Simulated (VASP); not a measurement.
The system is PbO.

```
Pb O
1.0
    -0.02311    2.58341    2.58341
     2.58341   -0.02311    2.58341
     2.58341    2.58341   -0.02311
Pb O
1 1
Direct
  0.00000 0.00000 0.00000
  0.50000 0.50000 0.50000
```

This cell differs from its parent crystal: strain along [111] -1.3%.

Base run:

| Item | Value |
| --- | --- |
| Program | VASP 6.6.1 |
| Functional | r2SCAN |
| Potentials or basis | VASP PAW PBE potentials, release 64 (Pb_d, O) |
| Cutoff | 520 eV |
| k mesh | 8 × 8 × 8 |
| Occupations | fermi-dirac, width 0.02 eV |
| Spin | no spin polarisation |

Its results: band gap on the k mesh 0.34 eV, indirect (least direct gap 0.36 eV); pressure 1.5 GPa.

Q: The run is repeated on the same cell with these changes: functional from r2SCAN to PBE. What comes out?

A: Band gap on the k mesh 0.58 eV, indirect (least direct gap 0.60 eV); pressure 4.0 GPa.

Caveats: spin-orbit coupling is left out, which moves the levels of the heavy elements; the PAW data sets were made with another functional, which shifts forces and pressure a little (some runs).

A k mesh can miss the band edges.
